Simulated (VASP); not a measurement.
# YHg in VASP: further runs

The runs below take YHg through electric field gradients, with LDA.

Program: VASP 6.6.1. These are calculated values, not measurements. Logs are shortened: lines on timing, memory, paths and dates and some standing lists are left out, and cuts for length are marked.

### 1 The cell of the first run

It takes space group R-3m (No. 166, trigonal). Conventional cell: a = 5.155 Å, b = 5.155 Å, c = 6.505 Å, α = 90.00°, β = 90.00°, γ = 120.00°. Y (site symmetry -3m) has 8 Hg at 3.17 to 3.25 Å and 6 Y at 3.68 Å within 4.2 Å. Within 4.2 Å of Hg (site symmetry -3m) lie 8 Y at 3.17 to 3.25 Å and 6 Hg at 3.68 Å.

### 2 Electric field gradients, LDA (equal xy, yz and zx shear strains of +2 %)

INCAR reads:

```
PREC = Accurate ; ENCUT = 520
EDIFF = 1E-8 ; ISMEAR = -1
SIGMA = 0.08 ; LREAL = False
LASPH = True ; NELM = 80
ALGO = Normal ; ISIF = 2
LWAVE = False ; LCHARG = False
GGA = CA ; LEFG = True
NBANDS = 18
```

KPOINTS reads:

```
regular mesh
0
Gamma
  11 11 11
```

POSCAR reads:

```
YHg
1.0
    3.6820000000      0.0368200000      0.0368200000
    0.0368200000      3.6820000000      0.0368200000
    0.0368200000      0.0368200000      3.6820000000
Y Hg
1 1
Direct
    0.5000000000      0.5000000000      0.5000000000
    0.0000000000      0.0000000000      0.0000000000
```

Potentials or basis: VASP PAW LDA potentials, release 64 (Y_sv, Hg).

The run is started by

```
$ cat potpaw_LDA.64/Y_sv/POTCAR potpaw_LDA.64/Hg/POTCAR > POTCAR
$ mpirun -np 1 vasp_std > vasp.out
```

OUTCAR:

```text
PREC = Accurate
   ENCUT = 520
   EDIFF = 1E-8
   ISMEAR = -1
   LREAL = False
   LASPH = True
   NELM = 80
   ISIF = 2
   GGA = CA

 ion  position               nearest neighbor table
   1  0.500  0.500  0.500-   2 3.17   2 3.17   2 3.17   2 3.17   2 3.17   2 3.17   2 3.25   2 3.25

   2  0.000  0.000  0.000-   1 3.17   1 3.17   1 3.17   1 3.17   1 3.17   1 3.17   1 3.25   1 3.25

  LATTYP: Found a trigonal (rhomboedric) cell.
 ALAT       =     3.6823681816
 COS(alpha) =     0.0200959808

  Lattice vectors:

 A1 = (   3.6820000000,   0.0368200000,   0.0368200000)
 A2 = (   0.0368200000,   3.6820000000,   0.0368200000)
 A3 = (   0.0368200000,   0.0368200000,   3.6820000000)

Analysis of symmetry for initial positions (statically):
=====================================================================
 Subroutine PRICEL returns:
 Original cell was already a primitive cell.

 Routine SETGRP: Setting up the symmetry group for a
 trigonal (rhombohedral) supercell.

 Subroutine GETGRP returns: Found 12 space group operations
 (whereof 12 operations were pure point group operations)
 out of a pool of 12 trial point group operations.

The static configuration has the point symmetry D_3d.

Analysis of symmetry for dynamics (positions and initial velocities):
=====================================================================
 Subroutine PRICEL returns:
 Original cell was already a primitive cell.

 Routine SETGRP: Setting up the symmetry group for a
 trigonal (rhombohedral) supercell.

 Subroutine GETGRP returns: Found 12 space group operations
 (whereof 12 operations were pure point group operations)
 out of a pool of 12 trial point group operations.

The dynamic configuration has the point symmetry D_3d.

 Subroutine INISYM returns: Found 12 space group operations
 (whereof 12 operations are pure point group operations),
 and found     1 'primitive' translations

----------------------------------------------------------------------------------------

                                     Primitive cell

  volume of cell :      49.9025

  direct lattice vectors                    reciprocal lattice vectors
     3.682000000  0.036820000  0.036820000     0.271645317 -0.002689558 -0.002689558
     0.036820000  3.682000000  0.036820000    -0.002689558  0.271645317 -0.002689558
     0.036820000  0.036820000  3.682000000    -0.002689558 -0.002689558  0.271645317

  length of vectors
     3.682368182  3.682368182  3.682368182     0.271671945  0.271671945  0.271671945

  position of ions in fractional coordinates (direct lattice)
     0.500000000  0.500000000  0.500000000
     0.000000000  0.000000000  0.000000000

  ion indices of the primitive-cell ions
   primitive index   ion index
                 1           1
                 2           2

----------------------------------------------------------------------------------------

 KPOINTS: regular mesh

Automatic generation of k-mesh.
 Grid dimensions read from file:
 generate k-points for:   11   11   11

 Generating k-lattice:

  Cartesian coordinates                     Fractional coordinates (reciprocal lattice)
     0.024695029 -0.000244505 -0.000244505     0.090909091 -0.000000000  0.000000000
    -0.000244505  0.024695029 -0.000244505    -0.000000000  0.090909091  0.000000000
    -0.000244505 -0.000244505  0.024695029     0.000000000  0.000000000  0.090909091

  Length of vectors
     0.024697450  0.024697450  0.024697450

  Shift w.r.t. Gamma in fractional coordinates (k-lattice)
     0.000000000  0.000000000  0.000000000

 Subroutine IBZKPT returns following result:
 ===========================================

 Found    146 irreducible k-points:

 Following reciprocal coordinates:
            Coordinates               Weight
  0.000000  0.000000  0.000000      1.000000
  0.090909  0.000000  0.000000      6.000000
  0.181818  0.000000  0.000000      6.000000
  0.272727  0.000000  0.000000      6.000000
  0.363636 -0.000000 -0.000000      6.000000
  0.454545 -0.000000 -0.000000      6.000000
[... 16 lines left out ...]
 -0.272727  0.181818 -0.000000     12.000000
 -0.181818  0.181818  0.000000      6.000000
 [... further k-points ...]
   k-points           NKPTS =    146   k-points in BZ     NKDIM =    146   number of bands    NBANDS=     18
   number of dos      NEDOS =    301   number of ions     NIONS =      2
   total plane-waves  NPLWV =  21952
   dimension x,y,z NGX =    28 NGY =   28 NGZ =   28
   dimension x,y,z NGXF=    56 NGYF=   56 NGZF=   56
   ions per type =               1   1
   NGX,Y,Z   is equivalent  to a cutoff of  12.64, 12.64, 12.64 a.u.
   NGXF,Y,Z  is equivalent  to a cutoff of  25.28, 25.28, 25.28 a.u.
 SYSTEM =  unknown system
   PREC   = accura    normal or accurate (medium, high low for compatibility)
   ISTART =      0    job   : 0-new  1-cont  2-samecut
   ICHARG =      2    charge: 1-file 2-atom 10-const
   ISPIN  =      1    spin polarized calculation?
   LNONCOLLINEAR =      F non collinear calculations
   LSORBIT =      F    spin-orbit coupling
   LASPH  =      T    aspherical Exc in radial PAW
   ENCUT  =  520.0 eV  38.22 Ry    6.18 a.u.   6.85  6.85  6.85*2*pi/ulx,y,z
   NELM   =     80;   NELMIN=  2; NELMDL= -5     # of ELM steps
   EDIFF  = 0.1E-07   stopping-criterion for ELM
   LREAL  =      F    real-space projection
   EDIFFG = 0.1E-06   stopping-criterion for IOM
   NSW    =      0    number of steps for IOM
   IBRION =     -1    ionic relax: 0-MD 1-quasi-New 2-CG
   NFREE  =      0    steps in history (QN), initial steepest desc. (CG)
   ISIF   =      2    stress and relaxation
   ISYM   =      2    0-nonsym 1-usesym 2-fastsym
   POTIM  = 0.5000    time-step for ionic-motion
   TEBEG  =    0.0;   TEEND  =   0.0 temperature during run
   PSTRESS=    0.0 pullay stress
   NELECT =      23.0000    total number of electrons
   NUPDOWN=      -1.0000    fix difference up-down
   EMIN   =  10.00;   EMAX   =-10.00  energy-range for DOS
   EFERMI =   0.00;   METHOD = LEGACY
   ISMEAR =    -1;   SIGMA  =   0.08  broadening in eV -4-tet -1-fermi 0-gaus
   EFERMI_NEDOS =   21; number of points for ismear=-14 and -15
   IALGO  =     38    algorithm
   IMIX   =      4    mixing-type and parameters
     AMIX     =   0.40;   BMIX     =  1.00
     AMIX_MAG =   1.60;   BMIX_MAG =  1.00
  volume/ion in A,a.u.               =      24.95       168.38
  Fermi-wavevector in a.u.,A,eV,Ry     =   1.264572  2.389694 21.757643  1.599142
  Thomas-Fermi vector in A             =   2.397870
   LORBIT       =      0    0 simple, 1 ext, 2 COOP (PROOUT), +10 PAW based schemes
   GGA     = CA    functional components
   LHFCALC =     F    Hartree Fock is set to
   AEXX    =    0.0000 exact exchange contribution
   IVDW    =     0    specifies the selected vdW correction
   LEPSILON=     F    determine dielectric tensor
   LRPA    =     F    only Hartree local field effects (RPA)
 non-spin polarized calculation
  energy-cutoff  :      520.00
  volume of cell :       49.90
 maximum number of plane-waves:      1364
   NGX = 13   NGY = 13   NGZ = 13

 number of electron      23.0000000 magnetization

 Free energy of the ion-electron system (eV)
  ---------------------------------------------------
  ext. energy  EPLUGINS =         0.00000000
  ---------------------------------------------------
  free energy    TOTEN  =        -9.19990878 eV

  energy without entropy =       -9.15445702  energy(sigma->0) =       -9.17718290

 E-fermi :   3.8427     XC(G=0): -10.8679

 val. band max:        3.8420753058   @ k =   0.1818   0.0909   0.0909
 cond. band min:       3.8457429558   @ k =   0.3636   0.2727   0.0909
 fundamental gap:      0.0036676500
 Fermi energy:         3.8426837228

 k-point     1 :       0.0000    0.0000    0.0000
  band No.  band energies     occupation
      1     -39.0629      2.00000
      2     -19.0716      2.00000
      3     -19.0716      2.00000
      4     -19.0602      2.00000
      5      -4.1556      2.00000
      6      -3.9394      2.00000
[... 10 lines left out ...]
     17       8.3012      0.00000
     18       8.3060      0.00000
[... 463 lines left out ...]
 k-point    24 :      -0.1818    0.1818    0.0000
  band No.  band energies     occupation
      1     -39.0530      2.00000
      2     -19.1503      2.00000
      3     -19.1312      2.00000
      4     -19.0567      2.00000
      5      -3.8342      2.00000
      6      -3.6777      2.00000
[... 10 lines left out ...]
     17       8.7389      0.00000
     18      11.1990      0.00000

 [... further k-points ...]

------------------------ aborting loop because EDIFF is reached ----------------------------------------

  FORCE on cell =-STRESS in cart. coord.  units (eV):
  Direction    XX          YY          ZZ          XY          YZ          ZX
  --------------------------------------------------------------------------------------
  -------------------------------------------------------------------------------------
  Total       -0.9977983     -0.9977983     -0.9977983     -0.1942571     -0.1942571     -0.1942571
  in kB      -32.0354929    -32.0354929    -32.0354929     -6.2368544     -6.2368544     -6.2368544
  external PRESSURE =     -32.0354929 kB  Pullay stress =       0.0000000 kB

 VOLUME and BASIS-vectors are now :
 -----------------------------------------------------------------------------
  energy-cutoff  :      520.00
  volume of cell :       49.90
      direct lattice vectors                 reciprocal lattice vectors
     3.682000000  0.036820000  0.036820000     0.271645317 -0.002689558 -0.002689558
     0.036820000  3.682000000  0.036820000    -0.002689558  0.271645317 -0.002689558
     0.036820000  0.036820000  3.682000000    -0.002689558 -0.002689558  0.271645317

 POSITION                                       TOTAL-FORCE (eV/Angst)
 -----------------------------------------------------------------------------------
      1.87782      1.87782      1.87782        -0.000000      0.000000      0.000000
      0.00000      0.00000      0.00000         0.000000     -0.000000      0.000000
 -----------------------------------------------------------------------------------
    total drift:                                0.000000      0.000000      0.000000

  FREE ENERGIE OF THE ION-ELECTRON SYSTEM (eV)
  ---------------------------------------------------
  free  energy   TOTEN  =        -9.1999087846 eV

  energy  without entropy=       -9.1544570225  energy(sigma->0) =       -9.17718290

 Electric field gradients (V/A^2)
---------------------------------------------------------------------
 ion       V_xx      V_yy      V_zz      V_xy      V_xz      V_yz
---------------------------------------------------------------------
   1      -0.000     0.000    -0.000     3.258     3.258     3.258
   2       0.000     0.000     0.000     2.343     2.343     2.343
---------------------------------------------------------------------

 Electric field gradients after diagonalization (V/A^2)
 (convention: |V_zz| > |V_xx| > |V_yy|)
----------------------------------------------------------------------
 ion       V_xx      V_yy      V_zz     asymmetry (V_yy - V_xx)/ V_zz
----------------------------------------------------------------------
   1      -3.258    -3.258     6.515       0.000
   2      -2.343    -2.343     4.685       0.000
----------------------------------------------------------------------

           NMR quadrupolar parameters

 Cq : quadrupolar parameter    Cq=e*Q*V_zz/h
 eta: asymmetry parameters     (V_yy - V_xx)/ V_zz
 Q  : nuclear electric quadrupole moment in mb (millibarn)
----------------------------------------------------------------------
 ion       Cq(MHz)       eta       Q (mb)
----------------------------------------------------------------------
   1       0.016       0.000       1.000
   2       0.011       0.000       1.000
----------------------------------------------------------------------
```

Wall time 1.8 min (1 thread of Intel Xeon 6975P-C, shared host); peak memory 0.27 GiB.

Results:

| Property | Result |
| --- | --- |
| Free energy | -9.1999 eV |
| Pressure | -3.2 GPa |

Stress tensor (GPa, compression positive):
```
-3.20 -0.62 -0.62
-0.62 -3.20 -0.62
-0.62 -0.62 -3.20
```

Levels at points of the mesh, in eV from the Fermi level:
| k point | band 7 | band 8 | band 9 | band 10 | band 11 | band 12 | band 13 | band 14 | band 15 | band 16 |
| --- | --- | --- | --- | --- | --- | --- | --- | --- | --- | --- |
| (0.00, 0.00, 0.00) | -7.78 | -7.23 | -7.23 | -7.16 | 0.26 | 0.26 | 3.76 | 3.81 | 3.81 | 4.46 |

Electric field gradients, principal values (V/Å²):
```tsv
atom	least	middle	greatest (by size)
1 Y	-3.258	-3.258	6.515
2 Hg	-2.343	-2.343	4.685
```

Caveat: the cell differs from its parent crystal (equal xy, yz and zx shear strains of +2 %); without QUAD_EFG the Cq values of the log hold for a quadrupole moment of 1 mb, not for the nuclei; spin-orbit coupling is left out, which moves the levels of the heavy elements.

[end of part 1 of 3]
